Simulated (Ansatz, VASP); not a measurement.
**One calculation of Te2Mo, two programs**

```
Te Mo
1.0
     3.51820    0.00000    0.00000
    -1.75910    3.04685    0.00000
     0.00000    0.00000   13.97360
Te Mo
4 2
Direct
  0.68221 0.35004 0.37941
  0.33262 0.66864 0.88013
  0.67577 0.34141 0.12384
  0.34483 0.67496 0.62304
  0.65283 0.31865 0.74889
  0.31947 0.65670 0.25247
```

Change from the starting cell: atoms moved at random, drawn with an rms of 0.05 Å.

Alike in both runs: task single point; functional PBEsol; k mesh 9 × 9 × 2; occupations fermi-dirac, width 0.05 eV; no spin polarisation.

|  | VASP | Ansatz |
| --- | --- | --- |
| version | VASP 6.6.1 | Ansatz 0.2.0 |
| potentials or method | VASP PAW PBE potentials, release 64 (Te, Mo_sv) | Ansatz PAW |
| plane-wave cutoff (eV) | 520 | 420 |
| valence electrons in the cell | 52 | 92 |

VASP gave:

```
gap on the k mesh at the Fermi level (eV)                     : 0.72
least direct gap on the mesh (eV)                             : 1.01
pressure (GPa)                                                : 0.0
traceless stress, the component that is largest in VASP (GPa) : 1.18
rms of the force components (eV/Å)                            : 0.544
```

Task: Estimate Ansatz's values.

Result: gap on the k mesh at the Fermi level (eV): 0.73; least direct gap on the mesh (eV): 1.01; pressure (GPa): -0.1; traceless stress, the component that is largest in VASP (GPa): 1.11; rms of the force components (eV/Å): 0.542.

VASP's potentials were made for PBE, not for PBEsol. Atom by atom the forces differ by 0.014 eV/Å (rms over components). VASP's potentials hold 52 valence electrons a cell and Ansatz's 92, so a difference there can come from the potentials and not from the codes.

Spin-orbit coupling is off throughout. Noted on Ansatz's run: odd divisions of the mesh miss points on the zone boundary, where band edges often lie, so the gap on the mesh can be too wide.
